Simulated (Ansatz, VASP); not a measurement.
## One calculation of InAgTe2, two programs

```xyz
8
Lattice="-3.2847 3.2847 6.4988 3.2847 -3.2847 6.4988 3.2847 3.2847 -6.4988" Properties=species:S:1:pos:R:3 pbc="T T T"
In    0.0000    0.0000    6.4988
In    3.2847    0.0000    3.2494
Ag    0.0000    0.0000    0.0000
Ag    0.0000    3.2847    3.2494
Te    1.6057    1.6423    1.6247
Te    1.6423    4.9636   -1.6247
Te    1.6790    1.6423    8.1235
Te    1.6423   -1.6790    4.8741
```

Alike in both runs: functional PBE; k mesh 8 × 8 × 8; occupations gaussian, width 0.1 eV; no spin polarisation.

Ansatz relaxed the structure, and its values are those at the end. VASP's run is a single point on that final structure, the one shown.

|  | VASP | Ansatz |
| --- | --- | --- |
| version | VASP 6.6.1 | Ansatz 0.2.0 |
| potentials or method | VASP PAW PBE potentials, release 64 (In_d, Ag, Te), cutoff 500 eV | scalar-relativistic, plane waves, PAW |
| valence electrons in the cell | 72 | 128 |

```tsv
	VASP	Ansatz	Ansatz less VASP
gap on the k mesh at the Fermi level (eV)	none	none	-
pressure (GPa)	0.0	0.0	+0.03
```

A gap of «none» marks a metal or a gap that the smearing closes. VASP's potentials hold 72 valence electrons a cell and Ansatz's 128, so a difference there can come from the potentials and not from the codes.

Spin-orbit coupling is off throughout.
